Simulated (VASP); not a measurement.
Input of a VASP 6.6.1 run:

Contents of INCAR:

```
SYSTEM = LiCl
  PREC = Accurate
  ENCUT = 750
  EDIFF = 1E-6
  ISMEAR = 0
  SIGMA = 0.01
  LREAL = .FALSE.
  LASPH = .TRUE.
  NELM = 120
  ALGO = Normal
  ISIF = 2
  LWAVE = .FALSE.
  LCHARG = .FALSE.
  GGA = PE
  NBANDS = 12
  GGA_COMPAT = .FALSE.
```

File KPOINTS:

```
regular mesh
0
G
  6 6 6
  0 0 0
```

Contents of POSCAR:

```
LiCl
1.0
    0.0000000000      2.5700000000      2.5700000000
    2.5700000000      0.0000000000      2.5700000000
    2.5700000000      2.5700000000      0.0000000000
Li Cl
1 1
Direct
    0.0000000000      0.0000000000      0.0000000000
    0.5000000000      0.5000000000      0.5000000000
```

Potentials or basis: VASP PAW PBE potentials, release 64 (Li_sv, Cl).

Run with:

```console
$ cat potpaw_PBE.64/Li_sv/POTCAR potpaw_PBE.64/Cl/POTCAR > POTCAR
$ mpirun -np 1 vasp_std > vasp.out
```

(1) What does it give for the band gap on the k mesh?

(2) Predict the pressure.

Answers

(1) 6.30 eV, direct.

(2) 0.1 GPa.
